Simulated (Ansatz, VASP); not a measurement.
Nb2B: VASP beside Ansatz

INCAR

```
PREC     = Accurate       # precision mode
ENCUT    = 520            # plane-wave cutoff, eV
EDIFF    = 1E-7           # SCF threshold, eV
ISMEAR   = 0              # smearing method
SIGMA    = 0.1            # smearing width, eV
LREAL    = F              # projectors in reciprocal space
LASPH    = T              # aspherical terms in the spheres
NELM     = 150            # most SCF steps
ALGO     = Normal         # electronic algorithm
ISIF     = 2              # what is computed and relaxed
LWAVE    = F              # write WAVECAR
LCHARG   = T              # write CHGCAR
ISPIN    = 2              # spin polarisation
MAGMOM   = 1 1 0          # initial moments
LORBIT   = 11             # projections on sites
LMAXMIX  = 4              # l up to which the mixer works
GGA      = PE             # functional
LELF     = T              # ELF
LVHAR    = T            
NBANDS   = 26             # bands
```

KPOINTS

```
regular mesh
0
Gamma
  6 6 6
```

The input POSCAR:

```
Nb2B
1.0
    1.6396119495      0.9466304004      4.8582596276
   -1.6396119495      0.9466304004      4.8582596276
    0.0000000000     -1.8932608009      4.8582596276
Nb B
2 1
Direct
    0.2493041898      0.2493041898      0.2493041898
    0.7506958102      0.7506958102      0.7506958102
    0.5000000000      0.5000000000      0.5000000000
```

Input for Ansatz:

```yaml
crystal:
  lattice:
    - [1.6396119495, 0.9466304004, 4.8582596276]
    - [-1.6396119495, 0.9466304004, 4.8582596276]
    - [0.0, -1.8932608009, 4.8582596276]
  atoms:
    - { symbol: Nb, position: [0.2493041898, 0.2493041898, 0.2493041898], spin: 1.0 }
    - { symbol: Nb, position: [0.7506958102, 0.7506958102, 0.7506958102], spin: 1.0 }
    - { symbol: B, position: [0.5, 0.5, 0.5] }
basis:
  ecutwfc: 420
kpoints:
  mp_grid: { grid: [6, 6, 6] }
hamiltonian:
  xc: pbe
scf:
  occupations: { method: gaussian, width: 0.1 }
  lower_state_search: "off"
output:
  forces: true
  stress: true
  eigenvalues: true
  populations: true
magnetization:
  spin_polarized: true
```

Change from the starting cell: species swapped into the Lu2C type (R-3m, No. 166).

Alike in both runs: task single point; functional PBE; k mesh 6 × 6 × 6; occupations gaussian, width 0.1 eV; collinear spin.

```csv
,VASP,Ansatz
version,VASP 6.6.1,Ansatz 0.2.0
potentials or method,"VASP PAW PBE potentials, release 64 (Nb_sv, B), cutoff 520 eV","scalar-relativistic, plane waves, PAW"
valence electrons in the cell,29,29
```

Ansatz gave:

```
gap on the k mesh at the Fermi level (eV)                     : none
pressure (GPa)                                                : 0.0
traceless stress, the component that is largest in VASP (GPa) : -0.20
rms of the force components (eV/Å)                            : 0.003
net moment per atom (μB)                                      : 0.00
```

Task: What did VASP give for the same quantities?

Result: gap on the k mesh at the Fermi level (eV): none; pressure (GPa): -0.3; traceless stress, the component that is largest in VASP (GPa): -0.20; rms of the force components (eV/Å): 0.007; net moment per atom (μB): 0.00.

Atom by atom the forces differ by 0.003 eV/Å (rms over components). A gap of «none» marks a metal or a gap that the smearing closes. Ansatz's warnings: seeded moment not kept.

The k mesh is coarse, so the values compare programs but aren't converged.
